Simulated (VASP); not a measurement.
Write the native input for VASP 6.6.1 that does the following.

```yaml
Task: single point
Functional: PBEsol
Potentials_or_basis: VASP PAW PBE potentials, release 64 (Ir)
Cutoff: 520 eV
k_mesh: 20 × 20 × 20
Occupations: fermi-dirac, width 0.15 eV
Spin: no spin polarisation
Dipole_correction: no
Further_INCAR_settings: ALGO = Fast; EDIFF = 1e-06; NBANDS = 10
```

The structure of Ir lies in POSCAR:

```
Ir
1.0
    0.0000000000      1.9032718097      1.9032718097
    1.9032718097      0.0000000000      1.9032718097
    1.9032718097      1.9032718097      0.0000000000
Ir
1
Direct
    0.0000000000      0.0000000000      0.0000000000
```

This cell differs from its parent crystal: volume scaled by 0.98.

These files were run (other wordings do the same):

INCAR

```
PREC = Accurate
ENCUT = 520
EDIFF = 1E-6
ISMEAR = -1
SIGMA = 0.15
LREAL = F
LASPH = T
NELM = 60
ALGO = Fast
ISIF = 2
LWAVE = F
LCHARG = F
GGA = PS
NBANDS = 10
```

KPOINTS

```
Automatic mesh
0
Gamma
  20 20 20
```

Potentials or basis: VASP PAW PBE potentials, release 64 (Ir).

The run is started by

```sh
$ cat potpaw_PBE.64/Ir/POTCAR > POTCAR
$ mpirun -np 1 vasp_std > vasp.out
```

Results of the run:

```yaml
Pressure: 9.0 GPa
```

Caveat: the PAW data sets were made with another functional, which shifts forces and pressure a little.

Wall time 17 s on 1 thread of Intel(R) Xeon(R) 6975P-C (Granite Rapids) (shared host), peak memory 0.15 GiB.
